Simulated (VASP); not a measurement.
# KMgF3 (Pm-3m) in VASP: further runs

The runs below take KMgF3 through single point, relaxation of cell and atoms, with r2SCAN.

All numbers are computed with VASP 6.6.1; they aren't measurements. Logs are shortened: lines on timing, memory, paths and dates and some standing lists are left out, and cuts for length are marked.

**1. The cell of the first run**

It takes space group Pm-3m (No. 221, cubic). The conventional cell has a = 3.981 Å, b = 3.981 Å, c = 3.981 Å, α = 90.00°, β = 90.00°, γ = 90.00°. Within 3.7 Å of K (site symmetry m-3m) lie 12 F at 2.81 Å and 8 Mg at 3.45 Å. Within 2.6 Å of Mg (site symmetry m-3m) lie 6 F at 1.99 Å. Within 2.6 Å of F (site symmetry 4/mmm) lie 2 Mg at 1.99 Å.

**2. Single point, r2SCAN**

The input, POSCAR:

```
KMgF3
1.0
    3.9807937180      0.0000000000      0.0000000000
    0.0000000000      3.9807937180      0.0000000000
    0.0000000000      0.0000000000      3.9807937180
K Mg F
1 1 3
Direct
    0.5000000000      0.5000000000      0.5000000000
    0.0000000000      0.0000000000      0.0000000000
    0.5000000000      0.0000000000      0.0000000000
    0.0000000000      0.5000000000      0.0000000000
    0.0000000000      0.0000000000      0.5000000000
```

The input, INCAR.step1:

```
SYSTEM = KMgF3
PREC = Accurate ; ENCUT = 520
ISMEAR = 0 ; SIGMA = 0.01
LREAL = .FALSE. ; LASPH = .TRUE.
NELM = 100 ; NBANDS = 24
GGA = PE ; ALGO = Normal
EDIFF = 1E-4 ; LWAVE = .TRUE.
LCHARG = .FALSE.
```

The input, INCAR.step2:

```
SYSTEM = KMgF3
PREC = Accurate ; ENCUT = 520
EDIFF = 1E-6 ; ISMEAR = 0
SIGMA = 0.01 ; LREAL = .FALSE.
LASPH = .TRUE. ; NELM = 100
ALGO = Normal ; ISIF = 2
LWAVE = .FALSE. ; LCHARG = .FALSE.
METAGGA = R2SCAN ; LMIXTAU = .TRUE.
NBANDS = 24 ; ISTART = 1
```

The input, KPOINTS:

```
Automatic mesh
0
G
  6 6 6
  0 0 0
```

Potentials or basis: VASP PAW PBE potentials, release 64 (K_sv, Mg, F).

The run is started by

```console
$ cat potpaw_PBE.64/K_sv/POTCAR potpaw_PBE.64/Mg/POTCAR potpaw_PBE.64/F/POTCAR > POTCAR
$ cp INCAR.step1 INCAR
$ mpirun -np 1 vasp_std > vasp.out
$ cp INCAR.step2 INCAR
$ mpirun -np 1 vasp_std > vasp.out
```

OUTCAR:

```text
SYSTEM = KMgF3
   PREC = Accurate
   ENCUT = 520
   EDIFF = 1E-6
   ISMEAR = 0
   LREAL = .FALSE.
   LASPH = .TRUE.
   NELM = 100
   ISIF = 2
   METAGGA = R2SCAN
   ISTART = 1

 ion  position               nearest neighbor table
   1  0.500  0.500  0.500-   3 2.81   4 2.81   5 2.81   3 2.81   4 2.81   3 2.81   5 2.81   3 2.81
                             4 2.81   5 2.81   4 2.81   5 2.81   2 3.45   2 3.45   2 3.45   2 3.45
   2  0.000  0.000  0.000-   3 1.99   4 1.99   5 1.99   5 1.99   4 1.99   3 1.99   1 3.45   1 3.45
                             1 3.45   1 3.45   1 3.45   1 3.45   1 3.45   1 3.45
   3  0.500  0.000  0.000-   2 1.99   2 1.99   1 2.81   1 2.81   1 2.81   1 2.81
   4  0.000  0.500  0.000-   2 1.99   2 1.99   1 2.81   1 2.81   1 2.81   1 2.81
   5  0.000  0.000  0.500-   2 1.99   2 1.99   1 2.81   1 2.81   1 2.81   1 2.81

  LATTYP: Found a simple cubic cell.
 ALAT       =     3.9807937180

  Lattice vectors:

 A1 = (   3.9807937180,   0.0000000000,   0.0000000000)
 A2 = (   0.0000000000,   3.9807937180,   0.0000000000)
 A3 = (   0.0000000000,   0.0000000000,   3.9807937180)

Analysis of symmetry for initial positions (statically):
=====================================================================
 Subroutine PRICEL returns:
 Original cell was already a primitive cell.

 Routine SETGRP: Setting up the symmetry group for a
 simple cubic supercell.

 Subroutine GETGRP returns: Found 48 space group operations
 (whereof 48 operations were pure point group operations)
 out of a pool of 48 trial point group operations.

The static configuration has the point symmetry O_h .

Analysis of symmetry for dynamics (positions and initial velocities):
=====================================================================
 Subroutine PRICEL returns:
 Original cell was already a primitive cell.

 Routine SETGRP: Setting up the symmetry group for a
 simple cubic supercell.

 Subroutine GETGRP returns: Found 48 space group operations
 (whereof 48 operations were pure point group operations)
 out of a pool of 48 trial point group operations.

The dynamic configuration has the point symmetry O_h .

 Subroutine INISYM returns: Found 48 space group operations
 (whereof 48 operations are pure point group operations),
 and found     1 'primitive' translations

----------------------------------------------------------------------------------------

                                     Primitive cell

[... 92 lines left out ...]
   LREAL  =      F    real-space projection
   EDIFFG = 0.1E-04   stopping-criterion for IOM
   NSW    =      0    number of steps for IOM
   IBRION =     -1    ionic relax: 0-MD 1-quasi-New 2-CG
   NFREE  =      0    steps in history (QN), initial steepest desc. (CG)
   ISIF   =      2    stress and relaxation
   ISYM   =      2    0-nonsym 1-usesym 2-fastsym
   POTIM  = 0.5000    time-step for ionic-motion
   TEBEG  =    0.0;   TEEND  =   0.0 temperature during run
   PSTRESS=    0.0 pullay stress
   NELECT =      32.0000    total number of electrons
   NUPDOWN=      -1.0000    fix difference up-down
   EMIN   =  10.00;   EMAX   =-10.00  energy-range for DOS
   EFERMI =   0.00;   METHOD = LEGACY
   ISMEAR =     0;   SIGMA  =   0.01  broadening in eV -4-tet -1-fermi 0-gaus
   EFERMI_NEDOS =   21; number of points for ismear=-14 and -15
   IALGO  =     38    algorithm
   IMIX   =      4    mixing-type and parameters
     AMIX     =   0.40;   BMIX     =  1.00
     AMIX_MAG =   1.60;   BMIX_MAG =  1.00
  volume/ion in A,a.u.               =      12.62        85.14
  Fermi-wavevector in a.u.,A,eV,Ry     =   1.305635  2.467293 23.193620  1.704683
  Thomas-Fermi vector in A             =   2.436491
   LORBIT       =      0    0 simple, 1 ext, 2 COOP (PROOUT), +10 PAW based schemes
   METAGGA = R2SCAN    functional components
   LHFCALC =     F    Hartree Fock is set to
   AEXX    =    0.0000 exact exchange contribution
   IVDW    =     0    specifies the selected vdW correction
   LEPSILON=     F    determine dielectric tensor
   LRPA    =     F    only Hartree local field effects (RPA)
 non-spin polarized calculation
 Gauss-broadening in eV      SIGMA  =   0.01
  energy-cutoff  :      520.00
  volume of cell :       63.08
 maximum number of plane-waves:      1743
 NGX is ok and might be reduce to    30
   NGX = 15   NGY = 15   NGZ = 15

 number of electron      31.9999959 magnetization

 Free energy of the ion-electron system (eV)
  ---------------------------------------------------
  ext. energy  EPLUGINS =         0.00000000
  ---------------------------------------------------
  free energy    TOTEN  =       -37.41564730 eV

  energy without entropy =      -37.41564730  energy(sigma->0) =      -37.41564730

 E-fermi :  -2.0522     XC(G=0): -10.2250

 val. band max:       -2.1975279679   @ k =   0.5000   0.5000   0.5000
 cond. band min:       6.0808902505   @ k =   0.0000   0.0000   0.0000
 fundamental gap:      8.2784182184
 Fermi energy:        -2.0522400890

 k-point     1 :       0.0000    0.0000    0.0000
  band No.  band energies     occupation
      1     -28.7891      2.00000
      2     -23.4481      2.00000
      3     -22.8129      2.00000
      4     -22.8129      2.00000
      5     -11.5163      2.00000
      6     -11.5163      2.00000
[... 529 lines left out ...]
     23      14.0639      0.00000
     24      14.0639      0.00000

------------------------ aborting loop because EDIFF is reached ----------------------------------------

  FORCE on cell =-STRESS in cart. coord.  units (eV):
  Direction    XX          YY          ZZ          XY          YZ          ZX
  --------------------------------------------------------------------------------------
  -------------------------------------------------------------------------------------
  Total       -0.2440165     -0.2440165     -0.2440165     -0.0000000      0.0000000      0.0000000
  in kB       -6.1975606     -6.1975606     -6.1975606     -0.0000000      0.0000000      0.0000000
  external PRESSURE =      -6.1975606 kB  Pullay stress =       0.0000000 kB

 VOLUME and BASIS-vectors are now :
 -----------------------------------------------------------------------------
  energy-cutoff  :      520.00
  volume of cell :       63.08
      direct lattice vectors                 reciprocal lattice vectors
     3.980793718  0.000000000  0.000000000     0.251206184  0.000000000  0.000000000
     0.000000000  3.980793718  0.000000000     0.000000000  0.251206184  0.000000000
     0.000000000  0.000000000  3.980793718     0.000000000  0.000000000  0.251206184

 POSITION                                       TOTAL-FORCE (eV/Angst)
 -----------------------------------------------------------------------------------
      1.99040      1.99040      1.99040         0.000000      0.000000      0.000000
      0.00000      0.00000      0.00000         0.000000      0.000000      0.000000
      1.99040      0.00000      0.00000         0.000000      0.000000      0.000000
      0.00000      1.99040      0.00000         0.000000      0.000000      0.000000
      0.00000      0.00000      1.99040         0.000000      0.000000      0.000000
 -----------------------------------------------------------------------------------
    total drift:                                0.000000     -0.000000      0.000000

  FREE ENERGIE OF THE ION-ELECTRON SYSTEM (eV)
  ---------------------------------------------------
  free  energy   TOTEN  =       -37.4156472999 eV

  energy  without entropy=      -37.4156472999  energy(sigma->0) =      -37.41564730
```

OUTCAR.step1:

```text
SYSTEM = KMgF3
   PREC = Accurate
   ENCUT = 520
   ISMEAR = 0
   LREAL = .FALSE.
   LASPH = .TRUE.
[... 768 lines left out ...]
      1.99040      0.00000      0.00000         0.000000      0.000000      0.000000
      0.00000      1.99040      0.00000         0.000000      0.000000      0.000000
      0.00000      0.00000      1.99040         0.000000      0.000000      0.000000
 -----------------------------------------------------------------------------------
    total drift:                                0.000000     -0.000000      0.000000

  FREE ENERGIE OF THE ION-ELECTRON SYSTEM (eV)
  ---------------------------------------------------
  free  energy   TOTEN  =       -24.4087340743 eV

  energy  without entropy=      -24.4087340743  energy(sigma->0) =      -24.40873407
```

OSZICAR.step1:

```text
N       E                     dE             d eps       ncg     rms          rms(c)
DAV:   1     0.224122646863E+03    0.22412E+03   -0.17479E+04   992   0.128E+03
DAV:   2    -0.146605262340E+02   -0.23878E+03   -0.22977E+03  1216   0.344E+02
DAV:   3    -0.261294335469E+02   -0.11469E+02   -0.11394E+02  1400   0.690E+01
DAV:   4    -0.266147881325E+02   -0.48535E+00   -0.48529E+00  1232   0.860E+00
DAV:   5    -0.266176997255E+02   -0.29116E-02   -0.29116E-02  1320   0.718E-01    0.902E+00
DAV:   6    -0.244051595729E+02    0.22125E+01   -0.71504E+00  1144   0.191E+01    0.405E+00
DAV:   7    -0.244088396574E+02   -0.36801E-02   -0.33032E-01  1112   0.296E+00    0.240E+00
DAV:   8    -0.244093162269E+02   -0.47657E-03   -0.75013E-02  1160   0.245E+00    0.338E-01
DAV:   9    -0.244084531150E+02    0.86311E-03   -0.17649E-02  1184   0.917E-01    0.154E-01
DAV:  10    -0.244087418200E+02   -0.28871E-03   -0.10739E-03  1160   0.209E-01    0.944E-02
DAV:  11    -0.244087340743E+02    0.77457E-05   -0.67743E-05   824   0.691E-02
   1 F= -.24408734E+02 E0= -.24408734E+02  d E =-.437549E-25
```

It took 73 s on 1 thread of AMD EPYC 9R14 (Zen 4), shared host; peak memory 0.16 GiB.

What came out:

| Item | Value |
| --- | --- |
| Free energy | -37.4156 eV |
| Pressure | -0.6 GPa |
| Band gap on the k mesh | 8.28 eV (least direct gap 8.60 eV) |

Levels at points of the mesh, in eV from the valence-band top:
```
           k point  band 13  band 14  band 15  band 16  band 17  band 18  band 19  band 20
(0.00, 0.00, 0.00)    -0.64    -0.32    -0.32    -0.32     8.28    10.84    10.84    13.18
(0.50, 0.00, 0.00)    -0.87    -0.87    -0.53    -0.53    11.04    11.51    11.91    13.79
(0.50, 0.50, 0.00)    -1.04    -0.90    -0.90    -0.02    11.90    12.57    13.70    13.70
(0.50, 0.50, 0.50)    -1.12     0.00     0.00     0.00    11.39    11.39    11.39    15.03
```

Caveat: the PAW data sets were made with another functional, which shifts forces and pressure a little.

**3. Relaxation of cell and atoms, r2SCAN**

This run uses another cell than the first one, of 12.86 Å³/atom.

POSCAR: that of step 2 with these lines changed.

```diff
@@ -2,5 +2,5 @@
 1.0
-    3.9807937180      0.0000000000      0.0000000000
-    0.0000000000      3.9807937180      0.0000000000
-    0.0000000000      0.0000000000      3.9807937180
+    4.0060000000      0.0000000000      0.0000000000
+    0.0000000000      4.0060000000      0.0000000000
+    0.0000000000      0.0000000000      4.0060000000
 K Mg F
```

The input, INCAR.step1:

```
  PREC = Accurate
  ENCUT = 600
  ISMEAR = 0
  SIGMA = 0.01
  LREAL = F
  LASPH = T
  NELM = 100
  GGA = PE
  ALGO = Normal
  EDIFF = 1E-4
  LWAVE = T
  LCHARG = F
```

The input, INCAR.step2:

```
  PREC = Accurate
  ENCUT = 600
  EDIFF = 1E-7
  ISMEAR = 0
  SIGMA = 0.01
  LREAL = F
  LASPH = T
  NELM = 100
  ALGO = Normal
  ISIF = 3
  LWAVE = F
  LCHARG = F
  METAGGA = R2SCAN
  LMIXTAU = T
  IBRION = 2
  NSW = 80
  EDIFFG = -0.002
  ISTART = 1
```

The input, KPOINTS:

```
Automatic mesh
0
Gamma
  6 6 6
```

Potentials or basis: VASP PAW PBE potentials, release 64 (K_sv, Mg, F).

The run is started by

```console
$ cat potpaw_PBE.64/K_sv/POTCAR potpaw_PBE.64/Mg/POTCAR potpaw_PBE.64/F/POTCAR > POTCAR
$ cp INCAR.step1 INCAR
$ mpirun -np 1 vasp_std > vasp.out
$ cp INCAR.step2 INCAR
$ mpirun -np 1 vasp_std > vasp.out
```

It took 3 min on 1 thread of AMD EPYC 9R14 (Zen 4), shared host; peak memory 0.19 GiB.

It converged, with:

```
Free energy                           : -37.4316 eV
Relaxed volume                        : 12.50 Å³/atom
Relaxed cell                          : a = 3.968 Å, b = 3.968 Å, c = 3.968 Å, α = 90.00°, β = 90.00°, γ = 90.00°
Space group after relaxing (to 0.1 Å) : Pm-3m (No. 221)
Energy gained by relaxing             : 2.5 meV/atom
Ionic steps                           : 3
Pressure after relaxing               : 0.0 GPa
Band gap on the k mesh                : 8.36 eV (least direct gap 8.68 eV)
```

Step by step:
```csv
step,energy change (eV),largest force (eV/Å),pressure (GPa),volume (Å³)
1,0.0000,0.0000,-2.14,64.29
2,-0.0123,0.0000,-0.28,62.70
3,-0.0125,0.0000,-0.02,62.49
```

Final structure:
```
CELL_PARAMETERS angstrom
3.96839 0.00000 0.00000
0.00000 3.96839 0.00000
0.00000 0.00000 3.96839
ATOMIC_POSITIONS crystal
K 0.50000 0.50000 0.50000
Mg 0.00000 0.00000 0.00000
F 0.50000 0.00000 0.00000
F 0.00000 0.50000 0.00000
F 0.00000 0.00000 0.50000
```

Levels at points of the mesh, in eV from the valence-band top:
| k point | band 13 | band 14 | band 15 | band 16 | band 17 | band 18 | band 19 | band 20 |
| --- | --- | --- | --- | --- | --- | --- | --- | --- |
| (0.00, 0.00, 0.00) | -0.65 | -0.32 | -0.32 | -0.32 | 8.36 | 10.86 | 10.86 | 13.21 |
| (0.50, 0.00, 0.00) | -0.88 | -0.88 | -0.54 | -0.54 | 11.10 | 11.62 | 11.94 | 13.84 |
| (0.50, 0.50, 0.00) | -1.06 | -0.91 | -0.91 | -0.02 | 11.96 | 12.62 | 13.80 | 13.80 |
| (0.50, 0.50, 0.50) | -1.13 | 0.00 | 0.00 | 0.00 | 11.43 | 11.43 | 11.43 | 15.10 |

Caveat: the PAW data sets were made with another functional, which shifts forces and pressure a little.
